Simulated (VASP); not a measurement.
SnTe3: single point with PBE

Crystal: SnTe3.

```xyz
4
Lattice="-3.1759 3.1759 3.1759 3.1759 -3.1759 3.1759 3.1759 3.1759 -3.1759" Properties=species:S:1:pos:R:3 pbc="T T T"
Sn    0.0000    0.0000    0.0000
Te    3.1759    0.0000    0.0000
Te    0.0000    3.1759    0.0000
Te    0.0000    0.0000    3.1759
```

```
Program                : VASP 6.6.1
Task                   : single point
Functional             : PBE
Potentials or basis    : VASP PAW PBE potentials, release 64 (Sn_d, Te)
Cutoff                 : 520 eV
k mesh                 : 10 × 10 × 10
Occupations            : gaussian, width 0.1 eV
Spin                   : no spin polarisation
Dipole correction      : no
Further INCAR settings : ALGO = Normal; EDIFF = 1e-07; NBANDS = 24
```

```
Pressure               : 1.4 GPa
Band gap on the k mesh : zero (bands 16 and 17 overlap by 3.51 eV)
```

Levels at points of the mesh, in eV from the Fermi level:
```tsv
k point	band 13	band 14	band 15	band 16	band 17	band 18	band 19	band 20
(0.00, 0.00, 0.00)	-3.41	-3.41	-3.41	2.01	2.01	2.01	2.36	2.36
(0.50, 0.00, 0.00)	-1.90	-1.85	-1.84	-0.83	0.32	1.02	1.28	2.62
(0.50, 0.50, 0.50)	-2.29	-2.29	-2.29	2.79	2.79	2.79	4.76	4.76
```

It took 4.5 min on 1 thread of Intel Xeon 8259CL, with other jobs on the host, peak memory 0.34 GiB.

Caveat: spin-orbit coupling is left out, which moves the levels of the heavy elements.
